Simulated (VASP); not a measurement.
A run of VASP 6.6.1:

The input POSCAR:

```
NaF
1.0
    2.2711539338      2.2711539338      0.0000000000
   -2.2711539338      2.2711539338      0.0000000000
    0.0000000000      2.2711539338      2.2711539338
Na F
1 1
Direct
    0.0000000000      0.0000000000      0.0000000000
    0.5000000000      0.5000000000      0.0000000000
```

INCAR.step1

```
PREC     = Accurate       # precision mode
ENCUT    = 520            # plane-wave cutoff, eV
ISMEAR   = 0              # smearing method
SIGMA    = 0.01           # smearing width, eV
LREAL    = False          # projectors in reciprocal space
LASPH    = True           # aspherical terms in the spheres
NELM     = 60             # most SCF steps
NBANDS   = 14             # bands
GGA      = PE             # functional
ALGO     = Normal         # electronic algorithm
EDIFF    = 1E-4           # SCF threshold, eV
LWAVE    = True           # write WAVECAR
LCHARG   = False          # write CHGCAR
```

INCAR.step2

```
PREC     = Accurate       # precision mode
ENCUT    = 520            # plane-wave cutoff, eV
EDIFF    = 1E-6           # SCF threshold, eV
ISMEAR   = 0              # smearing method
SIGMA    = 0.01           # smearing width, eV
LREAL    = False          # projectors in reciprocal space
LASPH    = True           # aspherical terms in the spheres
NELM     = 60             # most SCF steps
ALGO     = Normal         # electronic algorithm
ISIF     = 2              # what is computed and relaxed
LWAVE    = False          # write WAVECAR
LCHARG   = False          # write CHGCAR
METAGGA  = R2SCAN         # meta-GGA
LMIXTAU  = True         
NBANDS   = 14             # bands
ISTART   = 1
```

KPOINTS

```
Automatic mesh
0
Gamma
  8 8 8
```

Potentials or basis: VASP PAW PBE potentials, release 64 (Na_pv, F).

Run with:

```sh
$ cat potpaw_PBE.64/Na_pv/POTCAR potpaw_PBE.64/F/POTCAR > POTCAR
$ cp INCAR.step1 INCAR
$ mpirun -np 1 vasp_std > vasp.out
$ cp INCAR.step2 INCAR
$ mpirun -np 1 vasp_std > vasp.out
```

Hardware: 1 thread of AMD EPYC 7R43 64-Core Processor (Zen 3), on a shared host.

Problem. How long does it take, and how much memory?

Solution. Wall time 28 s on 1 thread of AMD EPYC 7R43 64-Core Processor (Zen 3) (shared host), peak memory 0.1 GiB. Counts: k points 29.
